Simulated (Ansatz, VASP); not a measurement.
Mo: VASP beside Ansatz

Contents of INCAR:

```
ALGO = Normal ; EDIFF = 1E-6
ENCUT = 500 ; GGA = PE
GGA_COMPAT = F ; ISIF = 2
ISMEAR = -1 ; LASPH = T
LCHARG = F ; LREAL = F
LWAVE = F ; NBANDS = 13
NELM = 120 ; PREC = Accurate
SIGMA = 0.02
```

File KPOINTS:

```
k-points
0
Gamma
  4 4 4
```

The input POSCAR:

```
Mo
1.0
    0.0000000000      2.0150000000      2.0150000000
    2.0150000000      0.0000000000      2.0150000000
    2.0150000000      2.0150000000      0.0000000000
Mo
1
Direct
    0.0000000000      0.0000000000      0.0000000000
```

The input input.yaml:

```yaml
crystal:
  lattice:
    - [0.0, 2.015, 2.015]
    - [2.015, 0.0, 2.015]
    - [2.015, 2.015, 0.0]
  atoms:
    - { symbol: Mo, position: [0.0, 0.0, 0.0] }
kpoints:
  mp_grid: { grid: [4, 4, 4] }
scf:
  occupations: { method: fermi_dirac, width: 0.02 }
hamiltonian:
  xc: pbe
  pseudopotentials: { kind: all_electron, lapw: { basis_error: 0.002 } }
output:
  forces: true
  stress: true
  eigenvalues: true
```

Alike in both runs: task single point; functional PBE; k mesh 4 × 4 × 4; occupations fermi-dirac, width 0.02 eV; no spin polarisation.

|  | VASP | Ansatz |
| --- | --- | --- |
| version | VASP 6.6.1 | Ansatz 0.2.0 |
| potentials or method | VASP PAW PBE potentials, release 64 (Mo_sv), cutoff 500 eV | all-electron LAPW, scalar-relativistic |

Ansatz gave:

- gap on the k mesh at the Fermi level (eV): none
- pressure (GPa): -2.5

Question: What did VASP give for the same quantities?

Answer: gap on the k mesh at the Fermi level (eV): none; pressure (GPa): -2.0.

A gap of «none» marks a metal or a gap that the smearing closes. Ansatz ran all-electron here, and VASP with PAW potentials.

The k mesh is coarse, so the values compare programs but aren't converged.
